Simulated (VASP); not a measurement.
A run of VASP 6.6.1 is set up as follows.

File POSCAR:

```
AgCl
1.0
    3.4339730000      0.0000000000      0.0000000000
    0.0000000000      3.5541620550      0.0000000000
    0.0000000000      0.0000000000      3.4339730000
Ag Cl
1 1
Direct
    0.0000000000      0.0000000000      0.0000000000
    0.5000000000      0.5000000000      0.5000000000
```

File INCAR.step1:

```
SYSTEM = AgCl
ALGO = Normal
EDIFF = 1E-4
ENCUT = 520
GGA = PE
ISMEAR = 0
LASPH = .True.
LCHARG = .False.
LREAL = .False.
LWAVE = .True.
NBANDS = 16
NELM = 100
PREC = Accurate
SIGMA = 0.05
```

INCAR.step2

```
SYSTEM = AgCl
ALGO = Normal
EDIFF = 1E-6
ENCUT = 520
ISIF = 2
ISMEAR = 0
ISTART = 1
LASPH = .True.
LCHARG = .True.
LELF = .True.
LMIXTAU = .True.
LREAL = .False.
LVHAR = .True.
LWAVE = .False.
METAGGA = R2SCAN
NBANDS = 16
NELM = 100
PREC = Accurate
SIGMA = 0.05
```

Contents of KPOINTS:

```
k-points
0
Gamma
  8 8 8
  0 0 0
```

Potentials or basis: VASP PAW PBE potentials, release 64 (Ag, Cl).

Launch:

```sh
$ cat potpaw_PBE.64/Ag/POTCAR potpaw_PBE.64/Cl/POTCAR > POTCAR
$ cp INCAR.step1 INCAR
$ mpirun -np 1 vasp_std > vasp.out
$ cp INCAR.step2 INCAR
$ mpirun -np 1 vasp_std > vasp.out
```

Q: What does it give for the band gap on the k mesh?

A: 1.11 eV (least direct gap 2.48 eV).

Q: Predict the pressure.

A: -3.4 GPa.

Stress tensor (GPa, compression positive):
```
-2.78  0.00  0.00
 0.00 -4.54  0.00
 0.00  0.00 -2.78
```

Caveat: the cell differs from its parent crystal (strain +0.0350 x Voigt [0, 1, 0, 0, 0, 0]); the cell stands under tension; the PAW data sets were made with another functional, which shifts forces and pressure a little. A k mesh can miss the band edges.
